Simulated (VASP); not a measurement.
**Ba: single point with PBE**

Crystal: Ba.

```xyz
2
Lattice="-3.8231 3.8231 2.0679 3.8231 -3.8231 2.0679 3.8231 3.8231 -2.0679" Properties=species:S:1:pos:R:3 pbc="T T T"
Ba    0.0000   -1.9115   -0.5170
Ba    0.0000    1.9115    0.5170
```

| Item | Value |
| --- | --- |
| Program | VASP 6.6.1 |
| Task | single point |
| Functional | PBE |
| Potentials or basis | VASP PAW PBE potentials, release 64 (Ba_sv) |
| Cutoff | 520 eV |
| k mesh | 10 × 10 × 10 |
| Occupations | fermi-dirac, width 0.08 eV |
| Spin | no spin polarisation |

```json
{
  "Pressure": "0.1 GPa",
  "Band gap on the k mesh": "zero (bands 10 and 11 overlap by 0.14 eV)"
}
```

Levels at points of the mesh, in eV from the Fermi level:
```csv
k point,band 7,band 8,band 9,band 10,band 11,band 12,band 13,band 14
"(0.00, 0.00, 0.00)",-13.83,-13.83,-2.62,-0.83,0.38,0.48,1.09,2.99
"(0.50, 0.00, 0.00)",-14.00,-13.79,-0.63,-0.45,0.29,0.96,1.40,1.92
"(0.50, 0.50, 0.00)",-13.83,-13.83,-1.04,-1.04,0.65,0.65,1.56,1.56
"(0.50, 0.50, 0.50)",-13.76,-13.76,-0.76,-0.76,0.93,0.93,1.14,1.14
```

It took 2.3 min on 1 thread of Intel(R) Xeon(R) Platinum 8375C CPU @ 2.90GHz (Ice Lake) (shared host), peak memory 0.41 GiB.

Caveat: spin-orbit coupling is left out, which moves the levels of the heavy elements.
